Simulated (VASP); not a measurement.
# K3Mg4F12 (a cell with a defect) in VASP: relaxation of the atoms with PBEsol

Aim: the relaxation of the atoms of K3Mg4F12 (a cell with a defect) with PBEsol.

Everything below comes from runs of VASP 6.6.1. Logs are shortened: lines on timing, memory, paths and dates and some standing lists are left out, and cuts for length are marked.

### 1 The cell of the first run

The cell holds a defect, 19 atoms: a = 6.912 Å, b = 6.912 Å, c = 6.912 Å, α = 109.47°, β = 109.47°, γ = 109.47°.

### 2 Relaxation of the atoms, PBEsol (atoms taken out)

File INCAR:

```
SYSTEM = K3Mg4F12
PREC     = Accurate       ! precision mode
ENCUT    = 520            ! plane-wave cutoff, eV
EDIFF    = 1E-7           ! SCF threshold, eV
ISMEAR   = 0              ! smearing method
SIGMA    = 0.05           ! smearing width, eV
LREAL    = .FALSE.        ! projectors in reciprocal space
LASPH    = .TRUE.         ! aspherical terms in the spheres
NELM     = 120            ! most SCF steps
ALGO     = Normal         ! electronic algorithm
ISIF     = 2              ! what is computed and relaxed
LWAVE    = .FALSE.        ! write WAVECAR
LCHARG   = .FALSE.        ! write CHGCAR
GGA      = PS             ! functional
IBRION   = 2              ! ionic algorithm
NSW      = 70             ! ionic steps
EDIFFG   = -0.02          ! ionic threshold
NELECT   = 120.0        
GGA_COMPAT= .FALSE.      
NELMIN   = 4
```

File KPOINTS:

```
Automatic mesh
0
G
  4 4 4
  0 0 0
```

File POSCAR:

```
K3Mg4F12
1.0
   -3.9908822801      3.9908822801      3.9908822801
    3.9908822801     -3.9908822801      3.9908822801
    3.9908822801      3.9908822801     -3.9908822801
K Mg F
3 4 12
Direct
    0.0000000000      0.0000000000      0.5000000000
    0.0000000000      0.5000000000      0.0000000000
    0.5000000000      0.0000000000      0.0000000000
    0.5000000000      0.5000000000      0.0000000000
    0.0000000000      0.0000000000      0.0000000000
    0.0000000000      0.5000000000      0.5000000000
    0.5000000000      0.0000000000      0.5000000000
    0.5000000000      0.7500000000      0.2500000000
    0.0000000000      0.2500000000      0.2500000000
    0.0000000000      0.7500000000      0.7500000000
    0.5000000000      0.2500000000      0.7500000000
    0.7500000000      0.5000000000      0.2500000000
    0.2500000000      0.0000000000      0.2500000000
    0.2500000000      0.5000000000      0.7500000000
    0.7500000000      0.0000000000      0.7500000000
    0.2500000000      0.7500000000      0.5000000000
    0.7500000000      0.2500000000      0.5000000000
    0.7500000000      0.7500000000      0.0000000000
    0.2500000000      0.2500000000      0.0000000000
```

Potentials or basis: VASP PAW PBE potentials, release 64 (K_sv, Mg, F).

The run is started by

```bash
> cat potpaw_PBE.64/K_sv/POTCAR potpaw_PBE.64/Mg/POTCAR potpaw_PBE.64/F/POTCAR > POTCAR
> mpirun -np 1 vasp_std > vasp.out
```

OUTCAR:

```text
SYSTEM = K3Mg4F12
   PREC = Accurate
   ENCUT = 520
   EDIFF = 1E-7
   ISMEAR = 0
   LREAL = .FALSE.
   LASPH = .TRUE.
   NELM = 120
   ISIF = 2
   GGA = PS
   IBRION = 2
   NSW = 70
   EDIFFG = -0.02
   NELECT = 120.0
   NELMIN = 4

 ion  position               nearest neighbor table
   1  0.000  0.000  0.500-   9 2.82  10 2.82  13 2.82  15 2.82  16 2.82  17 2.82  19 2.82  18 2.82
                            14 2.82  11 2.82  12 2.82   8 2.82   4 3.46   5 3.46   5 3.46   6 3.46
   2  0.000  0.500  0.000-   9 2.82  10 2.82  12 2.82  14 2.82  16 2.82  18 2.82  19 2.82  17 2.82
                            13 2.82   8 2.82  15 2.82  11 2.82   4 3.46   6 3.46   5 3.46   5 3.46
   3  0.500  0.000  0.000-   8 2.82  11 2.82  13 2.82  15 2.82  17 2.82  18 2.82  19 2.82  16 2.82
                             9 2.82  12 2.82  14 2.82  10 2.82   4 3.46   7 3.46   5 3.46   4 3.46
   4  0.500  0.500  0.000-   8 2.00  11 2.00  12 2.00  14 2.00  18 2.00  19 2.00   1 3.46   2 3.46
                             3 3.46   3 3.46   2 3.46   1 3.46
   5  0.000  0.000  0.000-   9 2.00  10 2.00  13 2.00  15 2.00  18 2.00  19 2.00   1 3.46   2 3.46
                             3 3.46   1 3.46   2 3.46   3 3.46
   6  0.000  0.500  0.500-   9 2.00  10 2.00  12 2.00  14 2.00  16 2.00  17 2.00   1 3.46   2 3.46
                             3 3.46   2 3.46   1 3.46   3 3.46
   7  0.500  0.000  0.500-   8 2.00  11 2.00  13 2.00  15 2.00  16 2.00  17 2.00   1 3.46   2 3.46
                             3 3.46   3 3.46   1 3.46   2 3.46
   8  0.500  0.750  0.250-   4 2.00   7 2.00   3 2.82   1 2.82   2 2.82
   9  0.000  0.250  0.250-   5 2.00   6 2.00   1 2.82   2 2.82   3 2.82
  10  0.000  0.750  0.750-   5 2.00   6 2.00   1 2.82   2 2.82   3 2.82
  11  0.500  0.250  0.750-   4 2.00   7 2.00   3 2.82   2 2.82   1 2.82
  12  0.750  0.500  0.250-   4 2.00   6 2.00   2 2.82   1 2.82   3 2.82
  13  0.250  0.000  0.250-   5 2.00   7 2.00   1 2.82   3 2.82   2 2.82
  14  0.250  0.500  0.750-   4 2.00   6 2.00   2 2.82   3 2.82   1 2.82
  15  0.750  0.000  0.750-   5 2.00   7 2.00   1 2.82   3 2.82   2 2.82
  16  0.250  0.750  0.500-   6 2.00   7 2.00   1 2.82   3 2.82   2 2.82
  17  0.750  0.250  0.500-   6 2.00   7 2.00   1 2.82   2 2.82   3 2.82
  18  0.750  0.750  0.000-   4 2.00   5 2.00   3 2.82   1 2.82   2 2.82
  19  0.250  0.250  0.000-   4 2.00   5 2.00   2 2.82   3 2.82   1 2.82

  LATTYP: Found a body centered cubic cell.
 ALAT       =     7.9817645602

  Lattice vectors:

 A1 = (  -3.9908822801,   3.9908822801,   3.9908822801)
 A2 = (   3.9908822801,  -3.9908822801,   3.9908822801)
 A3 = (   3.9908822801,   3.9908822801,  -3.9908822801)

Analysis of symmetry for initial positions (statically):
=====================================================================
 Subroutine PRICEL returns:
 Original cell was already a primitive cell.

 Routine SETGRP: Setting up the symmetry group for a
 body centered cubic supercell.

 Subroutine GETGRP returns: Found 48 space group operations
 (whereof 12 operations were pure point group operations)
 out of a pool of 48 trial point group operations.

The static configuration has the point symmetry D_3d.
 The point group associated with its full space group is O_h .

Analysis of symmetry for dynamics (positions and initial velocities):
=====================================================================
 Subroutine PRICEL returns:
 Original cell was already a primitive cell.

 Routine SETGRP: Setting up the symmetry group for a
 body centered cubic supercell.

 Subroutine GETGRP returns: Found 48 space group operations
 (whereof 12 operations were pure point group operations)
 out of a pool of 48 trial point group operations.

The dynamic configuration has the point symmetry D_3d.
 The point group associated with its full space group is O_h .

 Subroutine INISYM returns: Found 48 space group operations
 (whereof 12 operations are pure point group operations),
 and found     1 'primitive' translations

----------------------------------------------------------------------------------------

                                     Primitive cell

  volume of cell :     254.2534

  direct lattice vectors                    reciprocal lattice vectors
    -3.990882280  3.990882280  3.990882280     0.000000000  0.125285580  0.125285580
     3.990882280 -3.990882280  3.990882280     0.125285580  0.000000000  0.125285580
     3.990882280  3.990882280 -3.990882280     0.125285580  0.125285580  0.000000000

  length of vectors
     6.912410876  6.912410876  6.912410876     0.177180566  0.177180566  0.177180566

  position of ions in fractional coordinates (direct lattice)
     0.000000000  0.000000000  0.500000000
     0.000000000  0.500000000  0.000000000
     0.500000000  0.000000000  0.000000000
     0.500000000  0.500000000  0.000000000
     0.000000000  0.000000000  0.000000000
     0.000000000  0.500000000  0.500000000
[... 11 lines left out ...]
     0.750000000  0.750000000  0.000000000
     0.250000000  0.250000000  0.000000000

  ion indices of the primitive-cell ions
   primitive index   ion index
                 1           1
                 2           2
                 3           3
                 4           4
                 5           5
                 6           6
[... 11 lines left out ...]
                18          18
                19          19

----------------------------------------------------------------------------------------

 KPOINTS: Automatic mesh

Automatic generation of k-mesh.
 Grid dimensions read from file:
 generate k-points for:    4    4    4

 Generating k-lattice:

  Cartesian coordinates                     Fractional coordinates (reciprocal lattice)
     0.000000000  0.031321395  0.031321395     0.250000000  0.000000000  0.000000000
     0.031321395  0.000000000  0.031321395     0.000000000  0.250000000  0.000000000
     0.031321395  0.031321395  0.000000000     0.000000000  0.000000000  0.250000000

  Length of vectors
     0.044295141  0.044295141  0.044295141

  Shift w.r.t. Gamma in fractional coordinates (k-lattice)
     0.000000000  0.000000000  0.000000000

 Subroutine IBZKPT returns following result:
 ===========================================

 Found      8 irreducible k-points:

 Following reciprocal coordinates:
            Coordinates               Weight
  0.000000  0.000000  0.000000      1.000000
  0.250000  0.000000  0.000000     12.000000
  0.500000  0.000000  0.000000      6.000000
  0.250000  0.250000  0.000000     24.000000
  0.250000  0.250000  0.250000      2.000000
 -0.250000  0.250000  0.250000      6.000000
  0.500000  0.500000  0.250000     12.000000
  0.500000  0.500000  0.500000      1.000000
   k-points           NKPTS =      8   k-points in BZ     NKDIM =      8   number of bands    NBANDS=     72
   number of dos      NEDOS =    301   number of ions     NIONS =     19
   total plane-waves  NPLWV = 157464
   dimension x,y,z NGX =    54 NGY =   54 NGZ =   54
   dimension x,y,z NGXF=   108 NGYF=  108 NGZF=  108
   ions per type =               3   4  12
   NGX,Y,Z   is equivalent  to a cutoff of  12.99, 12.99, 12.99 a.u.
   NGXF,Y,Z  is equivalent  to a cutoff of  25.97, 25.97, 25.97 a.u.
 SYSTEM =  K3Mg4F12
   PREC   = accura    normal or accurate (medium, high low for compatibility)
   ISTART =      0    job   : 0-new  1-cont  2-samecut
   ICHARG =      2    charge: 1-file 2-atom 10-const
   ISPIN  =      1    spin polarized calculation?
   LNONCOLLINEAR =      F non collinear calculations
   LSORBIT =      F    spin-orbit coupling
   LASPH  =      T    aspherical Exc in radial PAW
   ENCUT  =  520.0 eV  38.22 Ry    6.18 a.u.  12.85 12.85 12.85*2*pi/ulx,y,z
   NELM   =    120;   NELMIN=  4; NELMDL= -5     # of ELM steps
   EDIFF  = 0.1E-06   stopping-criterion for ELM
   LREAL  =      F    real-space projection
   EDIFFG = -.2E-01   stopping-criterion for IOM
   NSW    =     70    number of steps for IOM
   IBRION =      2    ionic relax: 0-MD 1-quasi-New 2-CG
   NFREE  =      1    steps in history (QN), initial steepest desc. (CG)
   ISIF   =      2    stress and relaxation
   ISYM   =      2    0-nonsym 1-usesym 2-fastsym
   POTIM  = 0.5000    time-step for ionic-motion
   TEBEG  =    0.0;   TEEND  =   0.0 temperature during run
   PSTRESS=    0.0 pullay stress
   NELECT =     120.0000    total number of electrons
   NUPDOWN=      -1.0000    fix difference up-down
   EMIN   =  10.00;   EMAX   =-10.00  energy-range for DOS
   EFERMI =   0.00;   METHOD = LEGACY
   ISMEAR =     0;   SIGMA  =   0.05  broadening in eV -4-tet -1-fermi 0-gaus
   EFERMI_NEDOS =   21; number of points for ismear=-14 and -15
   IALGO  =     38    algorithm
   IMIX   =      4    mixing-type and parameters
     AMIX     =   0.40;   BMIX     =  1.00
     AMIX_MAG =   1.60;   BMIX_MAG =  1.00
  volume/ion in A,a.u.               =      13.38        90.30
  Fermi-wavevector in a.u.,A,eV,Ry     =   1.274617  2.408677 22.104681  1.624648
  Thomas-Fermi vector in A             =   2.407375
   LORBIT       =      0    0 simple, 1 ext, 2 COOP (PROOUT), +10 PAW based schemes
   GGA     = PS    functional components
   LHFCALC =     F    Hartree Fock is set to
   AEXX    =    0.0000 exact exchange contribution
   IVDW    =     0    specifies the selected vdW correction
   LEPSILON=     F    determine dielectric tensor
   LRPA    =     F    only Hartree local field effects (RPA)
 conjugate gradient relaxation of ions
 non-spin polarized calculation
 Gauss-broadening in eV      SIGMA  =   0.05
  energy-cutoff  :      520.00
  volume of cell :      254.25
 maximum number of plane-waves:      6866
 NGX is ok and might be reduce to    54
   NGX = 25   NGY = 25   NGZ = 25

--------------------------------------- Ionic step        1  -------------------------------------------

 number of electron     119.9999847 magnetization

 Free energy of the ion-electron system (eV)
  ---------------------------------------------------
  ext. energy  EPLUGINS =         0.00000000
  ---------------------------------------------------
  free energy    TOTEN  =       -95.51020997 eV

  energy without entropy =      -95.51020997  energy(sigma->0) =      -95.51020997

------------------------ aborting loop because EDIFF is reached ----------------------------------------

  FORCE on cell =-STRESS in cart. coord.  units (eV):
  Direction    XX          YY          ZZ          XY          YZ          ZX
  --------------------------------------------------------------------------------------
  -------------------------------------------------------------------------------------
  Total        2.9435914      2.9435914      2.9435914      0.0000000      0.0000000     -0.0000000
  in kB       18.5490369     18.5490369     18.5490369      0.0000000      0.0000000     -0.0000000
  external PRESSURE =      18.5490369 kB  Pullay stress =       0.0000000 kB
[... 91 lines left out ...]
  energy  without entropy=      -95.5704973255  energy(sigma->0) =      -95.57049733

--------------------------------------- Ionic step        3  -------------------------------------------

 number of electron     120.0000057 magnetization

 Free energy of the ion-electron system (eV)
  ---------------------------------------------------
  ext. energy  EPLUGINS =         0.00000000
  ---------------------------------------------------
  free energy    TOTEN  =       -95.63935039 eV

  energy without entropy =      -95.63935039  energy(sigma->0) =      -95.63935039

 E-fermi :  -1.8516     XC(G=0):  -9.4494

 val. band max:       -2.1846221112   @ k =   0.0000   0.0000   0.0000
 cond. band min:       4.7916879994   @ k =   0.0000   0.0000   0.0000
 fundamental gap:      6.9763101106
 Fermi energy:        -1.8515900279

 k-point     1 :       0.0000    0.0000    0.0000
  band No.  band energies     occupation
      1     -27.9367      2.00000
      2     -27.8974      2.00000
      3     -27.8974      2.00000
      4     -22.2316      2.00000
      5     -21.8072      2.00000
      6     -21.8072      2.00000
[... 635 lines left out ...]
  FREE ENERGIE OF THE ION-ELECTRON SYSTEM (eV)
  ---------------------------------------------------
  free  energy   TOTEN  =       -95.6393503865 eV

  energy  without entropy=      -95.6393503865  energy(sigma->0) =      -95.63935039

 reached required accuracy - stopping structural energy minimisation
```

It took 6.5 min on 1 thread of Intel Xeon Platinum 8488C (Sapphire Rapids), shared host; peak memory 0.46 GiB.

What came out:

```
Free energy                  : -95.6394 eV
Energy gained by relaxing    : 6.8 meV/atom
Ionic steps                  : 3
Largest force after relaxing : 0.004 eV/Å
```

Forces on the atoms (eV/Å):
```
K    0.000  0.000  0.000
K    0.000  0.000  0.000
K    0.000  0.000  0.000
Mg   0.000  0.000  0.000
Mg   0.000  0.000  0.000
Mg   0.000  0.000  0.000
Mg   0.000  0.000  0.000
F    0.000  0.003 -0.003
F    0.000  0.003  0.003
F    0.000 -0.003 -0.003
F    0.000 -0.003  0.003
F    0.003  0.000 -0.003
F    0.003  0.000  0.003
F   -0.003  0.000  0.003
F   -0.003  0.000 -0.003
F   -0.003  0.003  0.000
F    0.003 -0.003  0.000
F   -0.003 -0.003  0.000
F    0.003  0.003  0.000
```

The path:
| step | energy change (eV) | largest force (eV/Å) | pressure (GPa) |
| --- | --- | --- | --- |
| 1 | 0.0000 | 0.3466 | 1.85 |
| 2 | -0.0603 | 0.2538 | 1.93 |
| 3 | -0.1291 | 0.0036 | 2.18 |

Final structure:
```cif
data_structure
_symmetry_space_group_name_H-M 'P 1'
_symmetry_Int_Tables_number 1
_cell_length_a 6.9124
_cell_length_b 6.9124
_cell_length_c 6.9124
_cell_angle_alpha 109.471
_cell_angle_beta 109.471
_cell_angle_gamma 109.471
_cell_volume 254.25
loop_
_atom_site_label
_atom_site_type_symbol
_atom_site_fract_x
_atom_site_fract_y
_atom_site_fract_z
_atom_site_occupancy
K1 K 0.00000 0.00000 0.50000 1
K2 K 0.00000 0.50000 0.00000 1
K3 K 0.50000 0.00000 0.00000 1
Mg1 Mg 0.50000 0.50000 0.00000 1
Mg2 Mg 0.00000 0.00000 0.00000 1
Mg3 Mg 0.00000 0.50000 0.50000 1
Mg4 Mg 0.50000 0.00000 0.50000 1
F1 F 0.50000 0.75553 0.24447 1
F2 F 0.98893 0.24447 0.24447 1
F3 F 0.01107 0.75553 0.75553 1
F4 F 0.50000 0.24447 0.75553 1
F5 F 0.75553 0.50000 0.24447 1
F6 F 0.24447 0.98893 0.24447 1
F7 F 0.24447 0.50000 0.75553 1
F8 F 0.75553 0.01107 0.75553 1
F9 F 0.24447 0.75553 0.50000 1
F10 F 0.75553 0.24447 0.50000 1
F11 F 0.75553 0.75553 0.01107 1
F12 F 0.24447 0.24447 0.98893 1
```

Caveat: the cell carries a net charge on a neutralising background, which shifts energy and pressure; the cell differs from its parent crystal (atoms taken out); the cell is charged against a uniform background, so pressure and absolute levels hang on convention; the PAW data sets were made with another functional, which shifts forces and pressure a little.
